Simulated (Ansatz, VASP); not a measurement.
Two plane-wave programs on ZnGeN3

Contents of INCAR:

```
SYSTEM = ZnGeN3
PREC = Accurate
ENCUT = 600
EDIFF = 1E-7
ISMEAR = 0
SIGMA = 0.1
LREAL = .False.
LASPH = .True.
NELM = 100
ALGO = Normal
ISIF = 3
LWAVE = .False.
LCHARG = .False.
GGA = PE
IBRION = 2
NSW = 90
EDIFFG = -0.04
```

Contents of KPOINTS:

```
regular mesh
0
Gamma
  4 4 4
  0 0 0
```

Contents of POSCAR:

```
ZnGeN3
1.0
   -2.6572738700      2.6572738700      3.7579527500
    2.6572738700     -2.6572738700      3.7579527500
    2.6572738700      2.6572738700     -3.7579527500
Zn Ge N
2 2 6
Direct
    0.7500000000      0.2500000000      0.5000000000
    0.2500000000      0.7500000000      0.5000000000
    0.5000000000      0.5000000000      0.0000000000
    0.0000000000      0.0000000000      0.0000000000
    0.2767774400      0.7767774400      0.0535548700
    0.7767774400      0.7232225600      0.5000000000
    0.7500000000      0.7500000000      0.0000000000
    0.7232225600      0.2232225600      0.9464451300
    0.2232225600      0.2767774400      0.5000000000
    0.2500000000      0.2500000000      0.0000000000
```

Input for Ansatz:

```yaml
crystal:
  lattice:
    - [-2.65727387, 2.65727387, 3.75795275]
    - [2.65727387, -2.65727387, 3.75795275]
    - [2.65727387, 2.65727387, -3.75795275]
  atoms:
    - { symbol: Zn, position: [0.75, 0.25, 0.5] }
    - { symbol: Zn, position: [0.25, 0.75, 0.5] }
    - { symbol: Ge, position: [0.5, 0.5, 0.0] }
    - { symbol: Ge, position: [0.0, 0.0, 0.0] }
    - { symbol: "N", position: [0.27677744, 0.77677744, 0.05355487] }
    - { symbol: "N", position: [0.77677744, 0.72322256, 0.5] }
    - { symbol: "N", position: [0.75, 0.75, 0.0] }
    - { symbol: "N", position: [0.72322256, 0.22322256, 0.94644513] }
    - { symbol: "N", position: [0.22322256, 0.27677744, 0.5] }
    - { symbol: "N", position: [0.25, 0.25, 0.0] }
basis:
  ecutwfc: 420
kpoints:
  mp_grid: { grid: [4, 4, 4] }
hamiltonian:
  xc: pbe
scf:
  occupations: { method: gaussian, width: 0.1 }
  lower_state_search: "off"
output:
  forces: true
  stress: true
  eigenvalues: true
relax:
  adjacent_minimum: "off"
  f_tol: 0.04
  max_steps: 70
  cell: { stress_tol: 0.4 }
```

Alike in both runs: task relaxation of cell and atoms; functional PBE; k mesh 4 × 4 × 4; occupations gaussian, width 0.1 eV; no spin polarisation.

|  | VASP | Ansatz |
| --- | --- | --- |
| version | VASP 6.6.1 | Ansatz 0.2.0 |
| potentials or method | VASP PAW PBE potentials, release 64 (Zn, Ge_d, N), cutoff 600 eV | scalar-relativistic, plane waves, PAW |
| valence electrons in the cell | 82 | 82 |

Ansatz gave:

- gap on the k mesh at the Fermi level, each at its own relaxed structure (eV): none
- relaxed volume (Å³/atom): 9.94
- relaxed length of the cell vector where the two differ most in proportion (Å): 5.609

Task: Estimate VASP's values.

Result: gap on the k mesh at the Fermi level, each at its own relaxed structure (eV): none; relaxed volume (Å³/atom): 9.89; relaxed length of the cell vector where the two differ most in proportion (Å): 5.589.

A gap of «none» marks a metal or a gap that the smearing closes.

The k mesh is coarse, so the values compare programs but aren't converged.
